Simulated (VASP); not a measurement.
Write the native input for VASP 6.6.1 that does the following.

```yaml
Task: single point
Functional: PBEsol
Potentials_or_basis: VASP PAW PBE potentials, release 64 (Hf_pv, C)
Cutoff: 600 eV
k_mesh: 8 × 8 × 5
Occupations: fermi-dirac, width 0.1 eV
Spin: no spin polarisation
Dipole_correction: no
Further_INCAR_settings: ALGO = Normal; EDIFF = 1e-06; NBANDS = 22
```

The structure of HfC lies in POSCAR:

```
HfC
1.0
    3.3428660000      0.0000000000      0.0000000000
   -1.6714330000      2.8950068774      0.0000000000
    0.0000000000      0.0000000000      5.2027140000
Hf C
2 2
Direct
    0.6666666667      0.3333333333      0.7500000000
    0.3333333333      0.6666666667      0.2500000000
    0.0000000000      0.0000000000      0.0000000000
    0.0000000000      0.0000000000      0.5000000000
```

The input as run:

INCAR

```
ALGO = Normal ; EDIFF = 1E-6
ENCUT = 600 ; GGA = PS
GGA_COMPAT = False ; ISIF = 2
ISMEAR = -1 ; LASPH = True
LCHARG = False ; LREAL = False
LWAVE = False ; NBANDS = 22
NELM = 120 ; PREC = Accurate
SIGMA = 0.1
```

KPOINTS

```
k-points
0
Gamma
  8 8 5
```

Potentials or basis: VASP PAW PBE potentials, release 64 (Hf_pv, C).

Command:

```bash
$ cat potpaw_PBE.64/Hf_pv/POTCAR potpaw_PBE.64/C/POTCAR > POTCAR
$ mpirun -np 1 vasp_std > vasp.out
```

Results of the run:

The pressure is -7.9 GPa. The band gap on the k mesh is zero (band 14 reaches 7.25 eV, above the bottom of band 15 at 6.08 eV).

Caveat: the PAW data sets were made with another functional, which shifts forces and pressure a little; spin-orbit coupling is left out, which moves the levels of the heavy elements.

It took 16 s on 1 thread of Intel(R) Xeon(R) 6975P-C (Granite Rapids), with other jobs on the host, peak memory 0.19 GiB.
